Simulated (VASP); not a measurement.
## Al: single point with PBE

The system is Al, a slab with vacuum.

```
Al
1.0
     2.86378    0.00000    0.00000
     1.43189    2.48011    0.00000
     0.00000    0.00000   30.02961
Al
7
Direct
  0.00000 0.00000 0.26559
  0.33333 0.33333 0.34417
  0.66667 0.66667 0.42193
  0.00000 0.00000 0.50000
  0.33333 0.33333 0.57807
  0.66667 0.66667 0.65583
  0.00000 0.00000 0.73441
```

```
Program             : VASP 6.6.1
Task                : single point
Functional          : PBE
Potentials or basis : VASP PAW PBE potentials, release 64 (Al)
Cutoff              : 520 eV
k mesh              : 16 × 16 × 1
Occupations         : gaussian, width 0.05 eV
Spin                : no spin polarisation
```

* Band gap on the k mesh: zero (an odd number of electrons rules out a gap without spin polarisation)

Levels at points of the mesh, in eV from the Fermi level:
```csv
k point,band 8,band 9,band 10,band 11,band 12,band 13
"(0.00, 0.00, 0.00)",-3.86,-2.06,-0.22,1.57,3.03,3.71
"(0.50, 0.00, 0.00)",-3.36,-2.55,-2.00,-1.02,-0.92,0.40
```

Wall time 5.9 min on 1 thread of Intel Xeon 8259CL, on a shared host, peak memory 0.38 GiB.
